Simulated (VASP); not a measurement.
# Si2Mo (I4/mmm) in VASP: a series of runs

The runs below take Si2Mo through single point, with PBEsol.

All numbers are computed with VASP 6.6.1; they aren't measurements. Logs are shortened: lines on timing, memory, paths and dates and some standing lists are left out, and cuts for length are marked.

### 1 The cell of the first run

Symmetry: I4/mmm, No. 139, tetragonal system. Conventional cell: a = 3.031 Å, b = 3.031 Å, c = 7.626 Å, α = 90.00°, β = 90.00°, γ = 90.00°. Within 3.3 Å of Si (site symmetry 4mm) lie 5 Mo at 2.48 to 2.56 Å and 9 Si at 2.51 to 3.03 Å. Within 3.3 Å of Mo (site symmetry 4/mmm) lie 10 Si at 2.48 to 2.56 Å and 4 Mo at 3.03 Å.

### 2 Single point, PBEsol (strain -0.050 along x and y, -0.025 along z)

INCAR

```
PREC = Accurate
ENCUT = 520
EDIFF = 1E-6
ISMEAR = 0
SIGMA = 0.15
LREAL = False
LASPH = True
NELM = 60
ALGO = Normal
ISIF = 2
LWAVE = False
LCHARG = False
GGA = PS
NBANDS = 18
```

KPOINTS

```
Automatic mesh
0
Gamma
  20 20 20
```

POSCAR

```
Si2Mo
1.0
   -1.5152833265      1.5152833265      3.8129247000
    1.5152833265     -1.5152833265      3.8129247000
    1.5152833265      1.5152833265     -3.8129247000
Si Mo
2 1
Direct
    0.3350596655      0.3350596655      0.0000000000
    0.6649403345      0.6649403345      0.0000000000
    0.0000000000      0.0000000000      0.0000000000
```

Potentials or basis: VASP PAW PBE potentials, release 64 (Si, Mo_sv).

On the command line:

```bash
cat potpaw_PBE.64/Si/POTCAR potpaw_PBE.64/Mo_sv/POTCAR > POTCAR
mpirun -np 1 vasp_std > vasp.out
```

OUTCAR:

```text
PREC = Accurate
   ENCUT = 520
   EDIFF = 1E-6
   ISMEAR = 0
   LREAL = False
   LASPH = True
   NELM = 60
   ISIF = 2
   GGA = PS

 ion  position               nearest neighbor table
   1  0.335  0.335  0.000-   3 2.48   3 2.48   3 2.48   3 2.48   2 2.51   2 2.51   2 2.51   2 2.51
                             2 2.52   3 2.56
   2  0.665  0.665  0.000-   3 2.48   3 2.48   3 2.48   3 2.48   1 2.51   1 2.51   1 2.51   1 2.51
                             1 2.52   3 2.56
   3  0.000  0.000  0.000-   2 2.48   2 2.48   2 2.48   1 2.48   2 2.48   1 2.48   1 2.48   1 2.48
                             1 2.56   2 2.56

  LATTYP: Found a body centered tetragonal cell.
 ALAT       =     3.0305666530
 C/A-ratio  =     2.5163113943

  Lattice vectors:

 A1 = (  -1.5152833265,   1.5152833265,   3.8129247000)
 A2 = (   1.5152833265,  -1.5152833265,   3.8129247000)
 A3 = (   1.5152833265,   1.5152833265,  -3.8129247000)

Analysis of symmetry for initial positions (statically):
=====================================================================
 Subroutine PRICEL returns:
 Original cell was already a primitive cell.

 Routine SETGRP: Setting up the symmetry group for a
 body centered tetragonal supercell.

 Subroutine GETGRP returns: Found 16 space group operations
 (whereof 16 operations were pure point group operations)
 out of a pool of 16 trial point group operations.

The static configuration has the point symmetry D_4h.

Analysis of symmetry for dynamics (positions and initial velocities):
=====================================================================
 Subroutine PRICEL returns:
 Original cell was already a primitive cell.

 Routine SETGRP: Setting up the symmetry group for a
 body centered tetragonal supercell.

 Subroutine GETGRP returns: Found 16 space group operations
 (whereof 16 operations were pure point group operations)
 out of a pool of 16 trial point group operations.

The dynamic configuration has the point symmetry D_4h.

 Subroutine INISYM returns: Found 16 space group operations
 (whereof 16 operations are pure point group operations),
 and found     1 'primitive' translations

----------------------------------------------------------------------------------------

                                     Primitive cell

  volume of cell :      35.0192

  direct lattice vectors                    reciprocal lattice vectors
    -1.515283327  1.515283327  3.812924700     0.000000000  0.329971294  0.131132933
     1.515283327 -1.515283327  3.812924700     0.329971294  0.000000000  0.131132933
     1.515283327  1.515283327 -3.812924700     0.329971294  0.329971294  0.000000000

  length of vectors
     4.373849779  4.373849779  4.373849779     0.355073093  0.355073093  0.466649879

  position of ions in fractional coordinates (direct lattice)
     0.335059665  0.335059665  0.000000000
     0.664940335  0.664940335  0.000000000
     0.000000000  0.000000000  0.000000000

  ion indices of the primitive-cell ions
   primitive index   ion index
                 1           1
                 2           2
                 3           3

----------------------------------------------------------------------------------------

 KPOINTS: Automatic mesh

Automatic generation of k-mesh.
 Grid dimensions read from file:
 generate k-points for:   20   20   20

 Generating k-lattice:

  Cartesian coordinates                     Fractional coordinates (reciprocal lattice)
     0.000000000  0.016498565  0.006556647     0.050000000 -0.000000000  0.000000000
     0.016498565  0.000000000  0.006556647    -0.000000000  0.050000000  0.000000000
     0.016498565  0.016498565  0.000000000     0.000000000  0.000000000  0.050000000

  Length of vectors
     0.017753655  0.017753655  0.023332494

  Shift w.r.t. Gamma in fractional coordinates (k-lattice)
     0.000000000  0.000000000  0.000000000

 Subroutine IBZKPT returns following result:
 ===========================================

 Found    641 irreducible k-points:

 Following reciprocal coordinates:
            Coordinates               Weight
  0.000000  0.000000  0.000000      1.000000
  0.050000 -0.000000  0.000000      8.000000
  0.100000 -0.000000  0.000000      8.000000
  0.150000 -0.000000  0.000000      8.000000
  0.200000 -0.000000  0.000000      8.000000
  0.250000 -0.000000  0.000000      8.000000
[... 16 lines left out ...]
 -0.400000  0.050000 -0.000000     16.000000
 -0.350000  0.050000  0.000000     16.000000
 [... further k-points ...]
   k-points           NKPTS =    641   k-points in BZ     NKDIM =    641   number of bands    NBANDS=     18
   number of dos      NEDOS =    301   number of ions     NIONS =      3
   total plane-waves  NPLWV =  46656
   dimension x,y,z NGX =    36 NGY =   36 NGZ =   36
   dimension x,y,z NGXF=    72 NGYF=   72 NGZF=   72
   ions per type =               2   1
   NGX,Y,Z   is equivalent  to a cutoff of  13.68, 13.68, 13.68 a.u.
   NGXF,Y,Z  is equivalent  to a cutoff of  27.37, 27.37, 27.37 a.u.
 SYSTEM =  unknown system
   PREC   = accura    normal or accurate (medium, high low for compatibility)
   ISTART =      0    job   : 0-new  1-cont  2-samecut
   ICHARG =      2    charge: 1-file 2-atom 10-const
   ISPIN  =      1    spin polarized calculation?
   LNONCOLLINEAR =      F non collinear calculations
   LSORBIT =      F    spin-orbit coupling
   LASPH  =      T    aspherical Exc in radial PAW
   ENCUT  =  520.0 eV  38.22 Ry    6.18 a.u.   8.13  8.13  8.13*2*pi/ulx,y,z
   NELM   =     60;   NELMIN=  2; NELMDL= -5     # of ELM steps
   EDIFF  = 0.1E-05   stopping-criterion for ELM
   LREAL  =      F    real-space projection
   EDIFFG = 0.1E-04   stopping-criterion for IOM
   NSW    =      0    number of steps for IOM
   IBRION =     -1    ionic relax: 0-MD 1-quasi-New 2-CG
   NFREE  =      0    steps in history (QN), initial steepest desc. (CG)
   ISIF   =      2    stress and relaxation
   ISYM   =      2    0-nonsym 1-usesym 2-fastsym
   POTIM  = 0.5000    time-step for ionic-motion
   TEBEG  =    0.0;   TEEND  =   0.0 temperature during run
   PSTRESS=    0.0 pullay stress
   NELECT =      22.0000    total number of electrons
   NUPDOWN=      -1.0000    fix difference up-down
   EMIN   =  10.00;   EMAX   =-10.00  energy-range for DOS
   EFERMI =   0.00;   METHOD = LEGACY
   ISMEAR =     0;   SIGMA  =   0.15  broadening in eV -4-tet -1-fermi 0-gaus
   EFERMI_NEDOS =   21; number of points for ismear=-14 and -15
   IALGO  =     38    algorithm
   IMIX   =      4    mixing-type and parameters
     AMIX     =   0.40;   BMIX     =  1.00
     AMIX_MAG =   1.60;   BMIX_MAG =  1.00
  volume/ion in A,a.u.               =      11.67        78.77
  Fermi-wavevector in a.u.,A,eV,Ry     =   1.402105  2.649594 26.747658  1.965897
  Thomas-Fermi vector in A             =   2.524900
   LORBIT       =      0    0 simple, 1 ext, 2 COOP (PROOUT), +10 PAW based schemes
   GGA     = PS    functional components
   LHFCALC =     F    Hartree Fock is set to
   AEXX    =    0.0000 exact exchange contribution
   IVDW    =     0    specifies the selected vdW correction
   LEPSILON=     F    determine dielectric tensor
   LRPA    =     F    only Hartree local field effects (RPA)
 non-spin polarized calculation
 Gauss-broadening in eV      SIGMA  =   0.15
  energy-cutoff  :      520.00
  volume of cell :       35.02
 maximum number of plane-waves:       956
 NGX is ok and might be reduce to    36
   NGX = 17   NGY = 17   NGZ = 17

 number of electron      22.0000000 magnetization

 Free energy of the ion-electron system (eV)
  ---------------------------------------------------
  ext. energy  EPLUGINS =         0.00000000
  ---------------------------------------------------
  free energy    TOTEN  =       -24.55778375 eV

  energy without entropy =      -24.55496481  energy(sigma->0) =      -24.55637428

 E-fermi :  14.4146     XC(G=0): -13.1829

 val. band max:       14.4047924172   @ k =  -0.4500  -0.4500   0.4000
 cond. band min:      14.4251177151   @ k =  -0.4000  -0.4500   0.4000
 fundamental gap:      0.0203252980
 Fermi energy:        14.4146256806

 k-point     1 :       0.0000    0.0000    0.0000
  band No.  band energies     occupation
      1     -46.0610      2.00000
      2     -20.3770      2.00000
      3     -20.1638      2.00000
      4     -20.1638      2.00000
      5      -0.1654      2.00000
      6       7.0114      2.00000
[... 10 lines left out ...]
     17      20.2700      0.00000
     18      20.2700      0.00000

 k-point     2 :       0.0500   -0.0000    0.0000
  band No.  band energies     occupation
      1     -46.0600      2.00000
      2     -20.3760      2.00000
      3     -20.1758      2.00000
      4     -20.1627      2.00000
      5      -0.1129      2.00000
      6       7.0305      2.00000
[... 10 lines left out ...]
     17      20.3057      0.00000
     18      20.6181      0.00000

 k-point     3 :       0.1000   -0.0000    0.0000
  band No.  band energies     occupation
      1     -46.0572      2.00000
      2     -20.3732      2.00000
      3     -20.2105      2.00000
      4     -20.1594      2.00000
      5       0.0436      2.00000
      6       7.0810      2.00000
[... 10 lines left out ...]
     17      20.4862      0.00000
     18      21.3553      0.00000

 k-point     4 :       0.1500   -0.0000    0.0000
  band No.  band energies     occupation
      1     -46.0528      2.00000
      2     -20.3688      2.00000
      3     -20.2642      2.00000
      4     -20.1543      2.00000
      5       0.3000      2.00000
      6       7.1389      2.00000
[... 375 lines left out ...]
      4     -20.1299      2.00000
      5       3.4015      2.00000
      6       4.9378      2.00000
[... 10 lines left out ...]
     17      22.0561      0.00000
     18      23.1442      0.00000

 k-point    23 :      -0.4000    0.0500   -0.0000
  band No.  band energies     occupation
      1     -46.0239      2.00000
      2     -20.5914      2.00000
      3     -20.3375      2.00000
      4     -20.1332      2.00000
      5       2.7559      2.00000
      6       5.5674      2.00000
[... 10 lines left out ...]
     17      22.1556      0.00000
     18      23.9956      0.00000

 k-point    24 :      -0.3500    0.0500    0.0000
  band No.  band energies     occupation
      1     -46.0283      2.00000
      2     -20.5405      2.00000
      3     -20.3417      2.00000
      4     -20.1384      2.00000
      5       2.1371      2.00000
      6       6.1857      2.00000
[... 10 lines left out ...]
     17      22.3870      0.00000
     18      24.1241      0.00000

 [... further k-points ...]
[... 5 lines left out ...]
  --------------------------------------------------------------------------------------
  -------------------------------------------------------------------------------------
  Total        8.8278989      8.8278989      6.8912088      0.0000000      0.0000000     -0.0000000
  in kB      403.8889998    403.8889998    315.2826552      0.0000000      0.0000000     -0.0000000
  external PRESSURE =     374.3535516 kB  Pullay stress =       0.0000000 kB

 VOLUME and BASIS-vectors are now :
 -----------------------------------------------------------------------------
  energy-cutoff  :      520.00
  volume of cell :       35.02
      direct lattice vectors                 reciprocal lattice vectors
    -1.515283327  1.515283327  3.812924700     0.000000000  0.329971294  0.131132933
     1.515283327 -1.515283327  3.812924700     0.329971294  0.000000000  0.131132933
     1.515283327  1.515283327 -3.812924700     0.329971294  0.329971294  0.000000000

 POSITION                                       TOTAL-FORCE (eV/Angst)
 -----------------------------------------------------------------------------------
      0.00000      0.00000      2.55511         0.000000      0.000000     -0.360087
      0.00000      0.00000      5.07073         0.000000      0.000000      0.360087
      0.00000      0.00000      0.00000        -0.000000     -0.000000     -0.000000
 -----------------------------------------------------------------------------------
    total drift:                               -0.000000      0.000000      0.000000

  FREE ENERGIE OF THE ION-ELECTRON SYSTEM (eV)
  ---------------------------------------------------
  free  energy   TOTEN  =       -24.5577837513 eV

  energy  without entropy=      -24.5549648077  energy(sigma->0) =      -24.55637428
```

Run time: 6.1 min. Hardware: 1 thread of AMD EPYC 9R45 (Zen 5), shared host; peak memory 0.47 GiB.

What came out:

| Quantity | Value |
| --- | --- |
| Free energy | -24.5578 eV |
| Pressure | 37.4 GPa |
| Largest force | 0.360 eV/Å |
| Band gap on the k mesh | zero (bands 11 and 12 overlap by 1.00 eV) |

Forces on the atoms (eV/Å):
```
Si   0.000  0.000 -0.360
Si   0.000  0.000  0.360
Mo   0.000  0.000  0.000
```

Levels at points of the mesh, in eV from the Fermi level:
| k point | band 7 | band 8 | band 9 | band 10 | band 11 | band 12 | band 13 | band 14 | band 15 | band 16 |
| --- | --- | --- | --- | --- | --- | --- | --- | --- | --- | --- |
| (0.00, 0.00, 0.00) | -3.88 | -3.58 | -2.91 | -2.91 | 0.56 | 2.62 | 4.16 | 4.16 | 4.22 | 4.66 |
| (0.50, 0.00, 0.00) | -5.70 | -4.94 | -3.21 | -2.91 | -0.65 | 2.85 | 3.54 | 4.18 | 5.01 | 5.97 |
| (0.50, 0.50, 0.00) | -6.25 | -5.13 | -4.97 | -3.87 | -1.14 | 2.96 | 3.36 | 3.44 | 3.45 | 4.83 |
| (0.50, 0.50, 0.50) | -4.42 | -2.70 | -0.75 | -0.75 | -0.26 | -0.26 | 0.72 | 4.81 | 5.96 | 6.73 |

Caveat: the cell differs from its parent crystal (strain -0.050 along x and y, -0.025 along z); the cell stands under pressure; the PAW data sets were made with another functional, which shifts forces and pressure a little.

[end of part 1 of 2]
